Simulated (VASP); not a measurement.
**Hf3N: relaxation of cell and atoms with PBE**

The system is Hf3N.

```
Hf N
1.0
     0.00000    4.49153    4.49153
     4.49153    0.00000    4.49153
     4.49153    4.49153    0.00000
Hf N
6 2
Direct
  0.72819 0.27181 0.72819
  0.27181 0.27181 0.72819
  0.27181 0.72819 0.27181
  0.27181 0.72819 0.72819
  0.72819 0.27181 0.27181
  0.72819 0.72819 0.27181
  0.50000 0.50000 0.50000
  0.00000 0.00000 0.00000
```

| Property | Result |
| --- | --- |
| Program | VASP 6.6.1 |
| Task | relaxation of cell and atoms |
| Functional | PBE |
| Potentials or basis | VASP PAW PBE potentials, release 64 (Hf_pv, N) |
| Cutoff | 600 eV |
| k mesh | 4 × 4 × 4 |
| Occupations | gaussian, width 0.1 eV |
| Spin | no spin polarisation |
| Dipole correction | no |
| Further INCAR settings | ALGO = Normal; EDIFF = 1e-06; IBRION = 2; EDIFFG = -0.04; NSW = 90; ISIF = 3 |

```
Relaxed volume                         : 21.14 Å³/atom
Relaxed cell                           : a = 6.207 Å, b = 6.207 Å, c = 6.207 Å, α = 60.00°, β = 60.00°, γ = 60.00°
Space group after relaxing (to 0.05 Å) : Pm-3m (No. 221)
Energy gained by relaxing              : 287.5 meV/atom
Ionic steps                            : 7
Pressure after relaxing                : -0.3 GPa
Largest force after relaxing           : 0.017 eV/Å
Band gap on the k mesh                 : zero (band 35 reaches 4.01 eV, above the bottom of band 36 at 3.61 eV)
```

Forces on the atoms (eV/Å):
```
Hf   0.000  0.017  0.000
Hf   0.000  0.000 -0.017
Hf   0.000 -0.017  0.000
Hf   0.017  0.000  0.000
Hf  -0.017  0.000  0.000
Hf   0.000  0.000  0.017
N    0.000  0.000  0.000
N    0.000  0.000  0.000
```

The path:
```
step  energy change (eV)  largest force (eV/Å)  pressure (GPa)  volume (Å³)
   1              0.0000                4.1099            1.35       181.22
   2             -1.6976                0.0186          -10.07       186.26
   3             -1.7250                0.2568           -9.57       185.48
   4             -1.2570                2.2377           15.88       153.72
   5             -2.2839                0.2519           -1.05       170.23
   6             -2.2842                0.2711           -0.83       169.93
   7             -2.2996                0.0168           -0.28       169.08
```

Final structure:
```
Hf N
1.0
     0.00000    4.38891    4.38891
     4.38891    0.00000    4.38891
     4.38891    4.38891    0.00000
Hf N
6 2
Cartesian
  4.3889 6.5824 4.3889
  4.3889 4.3889 2.1954
  4.3889 2.1954 4.3889
  6.5824 4.3889 4.3889
  2.1954 4.3889 4.3889
  4.3889 4.3889 6.5824
  4.3889 4.3889 4.3889
  0.0000 0.0000 0.0000
```

Levels at points of the mesh, in eV from the Fermi level:
```tsv
k point	band 32	band 33	band 34	band 35	band 36	band 37	band 38	band 39
(0.00, 0.00, 0.00)	-1.57	-1.57	0.27	0.27	0.27	1.08	1.08	1.08
(0.50, 0.00, 0.00)	-0.63	-0.63	-0.63	-0.05	-0.05	-0.05	-0.05	1.33
(0.50, 0.50, 0.00)	-0.96	-0.28	-0.28	0.12	0.32	0.77	0.77	0.96
```

Wall time 12 min on 1 thread of Intel(R) Xeon(R) 6975P-C (Granite Rapids) (shared host), peak memory 0.41 GiB.

Caveat: spin-orbit coupling is left out, which moves the levels of the heavy elements.
